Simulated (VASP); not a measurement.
Wanted: the native input for a VASP 6.6.1 run.

* Task: single point
* Functional: LDA
* Potentials or basis: VASP PAW LDA potentials, release 64 (Se)
* Cutoff: 520 eV
* k mesh: 22 × 22 × 22
* Occupations: gaussian, width 0.15 eV
* Spin: no spin polarisation
* Dipole correction: no
* Further INCAR settings: ALGO = Normal; EDIFF = 1e-06; NBANDS = 9

The structure of Se lies in POSCAR:

```
Se
1.0
   -1.7982748160      1.7982748160      1.5285335936
    1.7982748160     -1.7982748160      1.5285335936
    1.7982748160      1.7982748160     -1.5285335936
Se
1
Direct
    0.0000000000      0.0000000000      0.0000000000
```

This cell differs from its parent crystal: ratio of the length along z to the lengths across it x 0.85, volume and fractional coordinates fixed.

The input as run:

INCAR

```
PREC = Accurate ; ENCUT = 520
EDIFF = 1E-6 ; ISMEAR = 0
SIGMA = 0.15 ; LREAL = False
LASPH = True ; NELM = 100
ALGO = Normal ; ISIF = 2
LWAVE = False ; LCHARG = True
GGA = CA ; LELF = True
LVHAR = True ; NBANDS = 9
```

KPOINTS

```
regular mesh
0
Gamma
  22 22 22
```

Potentials or basis: VASP PAW LDA potentials, release 64 (Se).

Run with:

```console
$ cat potpaw_LDA.64/Se/POTCAR > POTCAR
$ mpirun -np 1 vasp_std > vasp.out
```

Results of the run:

```json
{
  "Pressure": "-2.7 GPa",
  "Band gap on the k mesh": "zero (bands 3 and 4 overlap by 6.07 eV)"
}
```

Caveat: the stress differs along the axes, from -5 to 2 GPa.

It took 2 min on 1 thread of Intel Xeon 8259CL, with other jobs on the host, peak memory 0.25 GiB.
